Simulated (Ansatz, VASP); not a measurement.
**One calculation of CaTeI3, two programs**

```
Ca Te I
1.0
     5.87533    0.00000    0.00000
    -2.93767    5.08819    0.00000
     0.00000    0.00000    9.19149
Ca Te I
1 1 3
Direct
  0.00000 0.00000 0.14760
  0.00000 0.00000 0.80050
  0.00000 0.00000 0.50811
  0.33333 0.66667 0.15285
  0.66667 0.33333 0.15285
```

Alike in both runs: task relaxation of cell and atoms; functional PBE; k mesh 6 × 6 × 4; occupations gaussian, width 0.1 eV; no spin polarisation.

```csv
,VASP,Ansatz
version,VASP 6.6.1,Ansatz 0.2.0
potentials or method,"VASP PAW PBE potentials, release 64 (Ca_sv, Te, I), cutoff 600 eV","scalar-relativistic, plane waves, PAW"
valence electrons in the cell,37,77
```

VASP gave:

* gap on the k mesh at the Fermi level, each at its own relaxed structure (eV): none
* relaxed volume (Å³/atom): 55.73
* relaxed cell length with the largest relative difference (Å): 9.341

Problem. Which values does Ansatz return?

Solution. gap on the k mesh at the Fermi level, each at its own relaxed structure (eV): none; relaxed volume (Å³/atom): 55.61; relaxed cell length with the largest relative difference (Å): 9.323.

A gap of «none» marks a metal or a gap that the smearing closes. VASP's potentials hold 37 valence electrons a cell and Ansatz's 77, so a difference there can come from the potentials and not from the codes.

Spin-orbit coupling is off throughout.
